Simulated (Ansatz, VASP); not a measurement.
# Two plane-wave programs on BiTe

The input INCAR:

```
SYSTEM = BiTe
PREC = Accurate ; ENCUT = 520
EDIFF = 1E-6 ; ISMEAR = 0
SIGMA = 0.15 ; LREAL = .FALSE.
LASPH = .TRUE. ; NELM = 100
ALGO = Normal ; ISIF = 2
LWAVE = .FALSE. ; LCHARG = .FALSE.
GGA = PE ; NBANDS = 18
```

KPOINTS

```
regular mesh
0
G
  12 12 12
  0 0 0
```

The input POSCAR:

```
BiTe
1.0
    2.3500265396      1.3567884553      3.2177731959
   -2.3500265396      1.3567884553      3.2177731959
    0.0000000000     -2.7135769105      3.2177731959
Bi Te
1 1
Direct
    0.5000000000      0.5000000000      0.5000000000
    0.0000000000      0.0000000000      0.0000000000
```

Input for Ansatz:

```yaml
crystal:
  lattice:
    - [2.3500265396, 1.3567884553, 3.2177731959]
    - [-2.3500265396, 1.3567884553, 3.2177731959]
    - [0.0, -2.7135769105, 3.2177731959]
  atoms:
    - { symbol: Bi, position: [0.5, 0.5, 0.5] }
    - { symbol: Te, position: [0.0, 0.0, 0.0] }
basis:
  ecutwfc: 420
kpoints:
  mp_grid: { grid: [12, 12, 12] }
hamiltonian:
  xc: pbe
scf:
  occupations: { method: gaussian, width: 0.15 }
output:
  forces: true
  stress: true
  eigenvalues: true
```

Change from the starting cell: strain -0.030 along x and y, -0.030 along z, atoms carried along.

Alike in both runs: task single point; functional PBE; k mesh 12 × 12 × 12; occupations gaussian, width 0.15 eV; no spin polarisation.

```csv
,VASP,Ansatz
version,VASP 6.6.1,Ansatz 0.2.0
potentials or method,"VASP PAW PBE potentials, release 64 (Bi_d, Te), cutoff 520 eV","scalar-relativistic, plane waves, PAW"
valence electrons in the cell,21,31
```

Ansatz gave:

- gap on the k mesh at the Fermi level (eV): none
- pressure (GPa): 5.4
- traceless stress, the component that is largest in VASP (GPa): -1.09

**Question.** What did VASP give for the same quantities?

**Answer.** gap on the k mesh at the Fermi level (eV): none; pressure (GPa): 5.3; traceless stress, the component that is largest in VASP (GPa): -1.09.

A gap of «none» marks a metal or a gap that the smearing closes. VASP's potentials hold 21 valence electrons a cell and Ansatz's 31, so a difference there can come from the potentials and not from the codes.

Neither program's run includes spin-orbit coupling.
